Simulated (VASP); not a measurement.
# Sc3W (P6_3/mmc) in VASP: a series of runs, part 2 of 2

VASP 6.6.1. Earlier steps stand in the parts before.

### Step 3. Relaxation of cell and atoms, PBE

This run uses another cell than the first one, of 18.75 Å³/atom.

INCAR

```
SYSTEM = Sc3W
ALGO = Fast ; EDIFF = 1E-7
EDIFFG = -0.04 ; ENCUT = 600
GGA = PE ; IBRION = 2
ISIF = 3 ; ISMEAR = 0
LASPH = .TRUE. ; LCHARG = .FALSE.
LREAL = .FALSE. ; LWAVE = .FALSE.
NELM = 80 ; NSW = 90
PREC = Accurate ; SIGMA = 0.1
```

KPOINTS

```
k-points
0
G
  3 3 4
  0 0 0
```

POSCAR

```
Sc3W
1.0
    5.9980036047      0.0000000000      0.0000000000
   -2.9990018024      5.1944234937      0.0000000000
    0.0000000000      0.0000000000      4.8143233387
Sc W
6 2
Direct
    0.8330000000      0.6660000000      0.2500000000
    0.1670000000      0.8330000000      0.7500000000
    0.3340000000      0.1670000000      0.2500000000
    0.1670000000      0.3340000000      0.7500000000
    0.8330000000      0.1670000000      0.2500000000
    0.6660000000      0.8330000000      0.7500000000
    0.3333333333      0.6666666667      0.2500000000
    0.6666666667      0.3333333333      0.7500000000
```

Potentials or basis: VASP PAW PBE potentials, release 64 (Sc_sv, W_sv).

The run is started by

```sh
cat potpaw_PBE.64/Sc_sv/POTCAR potpaw_PBE.64/W_sv/POTCAR > POTCAR
mpirun -np 1 vasp_std > vasp.out
```

OUTCAR:

```text
SYSTEM = Sc3W
   EDIFF = 1E-7
   EDIFFG = -0.04
   ENCUT = 600
   GGA = PE
   IBRION = 2
   ISIF = 3
   ISMEAR = 0
   LASPH = .TRUE.
   LREAL = .FALSE.
   NELM = 80
   NSW = 90
   PREC = Accurate

 ion  position               nearest neighbor table
   1  0.833  0.666  0.250-   8 2.96   8 2.96   2 2.97   2 2.97   6 2.97   6 2.97   3 2.99   5 2.99
                             7 3.00   7 3.00   3 3.00   5 3.00
   2  0.167  0.833  0.750-   7 2.96   7 2.96   1 2.97   1 2.97   3 2.97   3 2.97   6 2.99   4 2.99
                             8 3.00   8 3.00   6 3.00   4 3.00
   3  0.334  0.167  0.250-   8 2.96   8 2.96   4 2.97   4 2.97   2 2.97   2 2.97   5 2.99   1 2.99
                             7 3.00   7 3.00   5 3.00   1 3.00
   4  0.167  0.334  0.750-   7 2.96   7 2.96   5 2.97   5 2.97   3 2.97   3 2.97   6 2.99   2 2.99
                             8 3.00   8 3.00   6 3.00   2 3.00
   5  0.833  0.167  0.250-   8 2.96   8 2.96   4 2.97   4 2.97   6 2.97   6 2.97   3 2.99   1 2.99
                             7 3.00   7 3.00   3 3.00   1 3.00
   6  0.666  0.833  0.750-   7 2.96   7 2.96   1 2.97   1 2.97   5 2.97   5 2.97   2 2.99   4 2.99
                             8 3.00   8 3.00   2 3.00   4 3.00
   7  0.333  0.667  0.250-   2 2.96   2 2.96   6 2.96   6 2.96   4 2.96   4 2.96   1 3.00   3 3.00
                             5 3.00   5 3.00   1 3.00   3 3.00
   8  0.667  0.333  0.750-   5 2.96   5 2.96   3 2.96   3 2.96   1 2.96   1 2.96   4 3.00   6 3.00
                             2 3.00   2 3.00   4 3.00   6 3.00

  LATTYP: Found a hexagonal cell.
 ALAT       =     5.9980036047
 C/A-ratio  =     0.8026542923

  Lattice vectors:

 A1 = (   5.9980036047,   0.0000000000,   0.0000000000)
 A2 = (  -2.9990018024,   5.1944234937,   0.0000000000)
 A3 = (   0.0000000000,   0.0000000000,   4.8143233387)

Analysis of symmetry for initial positions (statically):
=====================================================================
 Subroutine PRICEL returns:
 Original cell was already a primitive cell.

 Routine SETGRP: Setting up the symmetry group for a
 hexagonal supercell.

 Subroutine GETGRP returns: Found 24 space group operations
 (whereof 12 operations were pure point group operations)
 out of a pool of 24 trial point group operations.

The static configuration has the point symmetry D_3d.
[... 127 lines left out ...]
   EFERMI_NEDOS =   21; number of points for ismear=-14 and -15
   IALGO  =     68    algorithm
   IMIX   =      4    mixing-type and parameters
     AMIX     =   0.40;   BMIX     =  1.00
     AMIX_MAG =   1.60;   BMIX_MAG =  1.00
  volume/ion in A,a.u.               =      18.75       126.53
  Fermi-wavevector in a.u.,A,eV,Ry     =   1.400955  2.647422 26.703832  1.962676
  Thomas-Fermi vector in A             =   2.523865
   LORBIT       =      0    0 simple, 1 ext, 2 COOP (PROOUT), +10 PAW based schemes
   GGA     = PE    functional components
   LHFCALC =     F    Hartree Fock is set to
   AEXX    =    0.0000 exact exchange contribution
   IVDW    =     0    specifies the selected vdW correction
   LEPSILON=     F    determine dielectric tensor
   LRPA    =     F    only Hartree local field effects (RPA)
 conjugate gradient relaxation of ions
 non-spin polarized calculation
 RMM-DIIS sequential band-by-band and
 Gauss-broadening in eV      SIGMA  =   0.10
  energy-cutoff  :      600.00
  volume of cell :      150.00
 maximum number of plane-waves:      5040
 NGX is ok and might be reduce to    48
   NGX = 23   NGY = 23   NGZ = 19

--------------------------------------- Ionic step        1  -------------------------------------------

 number of electron      94.0000004 magnetization

 Free energy of the ion-electron system (eV)
  ---------------------------------------------------
  ext. energy  EPLUGINS =         0.00000000
  ---------------------------------------------------
  free energy    TOTEN  =       -61.29208703 eV

  energy without entropy =      -61.27631501  energy(sigma->0) =      -61.28420102

------------------------ aborting loop because EDIFF is reached ----------------------------------------

  FORCE on cell =-STRESS in cart. coord.  units (eV):
  Direction    XX          YY          ZZ          XY          YZ          ZX
  --------------------------------------------------------------------------------------
  -------------------------------------------------------------------------------------
  Total       10.2986964     10.2986964     10.1007924     -0.0000000     -0.0000000      0.0000000
  in kB      110.0052742    110.0052742    107.8913673     -0.0000000     -0.0000000      0.0000000
  external PRESSURE =     109.3006386 kB  Pullay stress =       0.0000000 kB
[... 197 lines left out ...]
--------------------------------------- Ionic step        6  -------------------------------------------

 number of electron      93.9999994 magnetization

 Free energy of the ion-electron system (eV)
  ---------------------------------------------------
  ext. energy  EPLUGINS =         0.00000000
  ---------------------------------------------------
  free energy    TOTEN  =       -61.84623958 eV

  energy without entropy =      -61.82820926  energy(sigma->0) =      -61.83722442

 E-fermi :   5.4629     XC(G=0): -10.9847

 val. band max:        5.3471770853   @ k =   0.3333   0.3333   0.2500
 cond. band min:       5.5141162512   @ k =   0.3333   0.0000   0.0000
 fundamental gap:      0.1669391659
 Fermi energy:         5.4628876477

 k-point     1 :       0.0000    0.0000    0.0000
  band No.  band energies     occupation
      1     -67.9713      2.00000
      2     -67.9712      2.00000
      3     -43.6941      2.00000
      4     -43.6166      2.00000
      5     -43.6166      2.00000
      6     -43.6129      2.00000
[... 555 lines left out ...]
  FREE ENERGIE OF THE ION-ELECTRON SYSTEM (eV)
  ---------------------------------------------------
  free  energy   TOTEN  =       -61.8462395759 eV

  energy  without entropy=      -61.8282092587  energy(sigma->0) =      -61.83722442

 reached required accuracy - stopping structural energy minimisation
```

Run time: 35 min. Hardware: 1 thread of Intel Xeon 8259CL, shared host; peak memory 0.35 GiB.

Results:

- Free energy: -61.8462 eV
- Relaxed volume: 20.70 Å³/atom
- Relaxed cell: a = 6.215 Å, b = 6.215 Å, c = 4.951 Å, α = 90.00°, β = 90.00°, γ = 120.00°
- Space group after relaxing (to 0.1 Å): P6_3/mmc (No. 194)
- Energy gained by relaxing: 69.3 meV/atom
- Ionic steps: 6
- Pressure after relaxing: 0.2 GPa
- Band gap on the k mesh: zero (bands 47 and 48 overlap by 0.81 eV)

Forces in eV/Å, atoms in the order of the input:
```
Sc   0.000 -0.002  0.000
Sc   0.002 -0.001  0.000
Sc   0.002  0.001  0.000
Sc   0.000  0.002  0.000
Sc  -0.002  0.001  0.000
Sc  -0.002 -0.001  0.000
W    0.000  0.000  0.000
W    0.000  0.000  0.000
```

Step by step:
| step | energy change (eV) | largest force (eV/Å) | pressure (GPa) | volume (Å³) |
| --- | --- | --- | --- | --- |
| 1 | 0.0000 | 0.4999 | 10.93 | 150.00 |
| 2 | -0.2641 | 0.2046 | -6.26 | 179.51 |
| 3 | -0.5338 | 0.2874 | -0.30 | 166.36 |
| 4 | -0.5338 | 0.2904 | -0.13 | 166.02 |
| 5 | -0.5509 | 0.1115 | 0.07 | 165.79 |
| 6 | -0.5542 | 0.0021 | 0.22 | 165.64 |

Final structure:
```
Sc W
1.0
     6.21522    0.00000    0.00000
    -3.10761    5.38254    0.00000
     0.00000    0.00000    4.95120
Sc W
6 2
Cartesian
  3.1076 3.5491 1.2378
  -1.5198 4.4658 3.7134
  1.5878 0.9167 1.2378
  0.0000 1.8335 3.7134
  4.6274 0.9167 1.2378
  1.5198 4.4658 3.7134
  0.0000 3.5884 1.2378
  3.1076 1.7942 3.7134
```

Caveat: the k points lie up to 0.39 Å⁻¹ apart in the final cell, too coarse for converged energies and pressures of a metal; spin-orbit coupling is left out, which moves the levels of the heavy elements.

The gap in the log of VASP goes by the Fermi energy; the results here count the filled bands.